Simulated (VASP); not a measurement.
Input of a VASP 6.6.1 run:

Contents of INCAR:

```
ALGO = Normal ; EDIFF = 1E-6
ENCUT = 1000 ; GGA = PE
GGA_COMPAT = False ; ISIF = 2
ISMEAR = -1 ; LASPH = True
LCHARG = False ; LREAL = Auto
LWAVE = False ; NBANDS = 57
NELM = 120 ; PREC = Accurate
SIGMA = 0.05
```

KPOINTS

```
k-points
0
Gamma
  1 1 1
```

File POSCAR:

```
H6C3O
1.0
    7.6630940000      0.0000000000      0.0000000000
    0.0000000000      7.6630940000      0.0000000000
    0.0000000000      0.0000000000      7.6630940000
O C H
3 9 18
Direct
    0.1583694523      0.1000118229      0.5366109303
    0.7359168503      0.9926538811      0.5057226233
    0.8428840883      0.3878068049      0.4468430115
    0.2551580341      0.1063278096      0.4280646955
    0.7487445671      0.9978998039      0.3624645607
    0.9173318245      0.4242803233      0.3211366062
    0.2015243451      0.3559136819      0.8700663205
    0.3248035324      0.2021637735      0.9000411583
    0.4525326193      0.6747144169      0.2480851729
    0.3190486767      0.6165655804      0.3977375196
    0.9802567997      0.8182334707      0.9032904986
    0.7865882893      0.7456257225      0.8549549307
    0.2641622300      0.4866311179      0.8578780320
    0.1116520298      0.3304017933      0.7600846342
    0.1110256510      0.3631692369      0.9884127743
    0.2402815364      0.0863489343      0.9341135578
    0.4066242695      0.1719801427      0.7874887089
    0.4125226703      0.2103980455      1.0206843346
    0.4813721455      0.5709051722      0.1451893974
    0.4058151968      0.7954489401      0.1878614565
    0.5792960389      0.6927750071      0.3150946602
    0.2692907069      0.7301228459      0.4622806402
    0.2156831170      0.5392469412      0.3513463361
    0.3984421958      0.5440361295      0.4914333558
    0.9818096972      0.9168359412      1.0032501233
    1.0537519180      0.7059159133      0.9465628374
    1.0295710845      0.8717627632      0.7782887695
    0.8129744983      0.6655275271      0.7320411312
    0.7334504836      0.6622259886      0.9609434518
    0.6933491877      0.8458724374      0.8057450424
```

Potentials or basis: VASP PAW PBE potentials, release 64 (O_h, C_h, H_h).

The run is started by

```bash
$ cat potpaw_PBE.64/O_h/POTCAR potpaw_PBE.64/C_h/POTCAR potpaw_PBE.64/H_h/POTCAR > POTCAR
$ mpirun -np 1 vasp_gam > vasp.out
```

Question: Estimate the largest force.

Answer: 4.227 eV/Å.

Question: Predict the pressure.

Answer: -0.2 GPa.

Stress tensor (GPa, compression positive):
```
-0.99 -0.09 -0.11
-0.09  0.23  0.52
-0.11  0.52  0.07
```

Caveat: the k points lie up to 0.82 Å⁻¹ apart, too coarse for converged energies, forces and pressures.
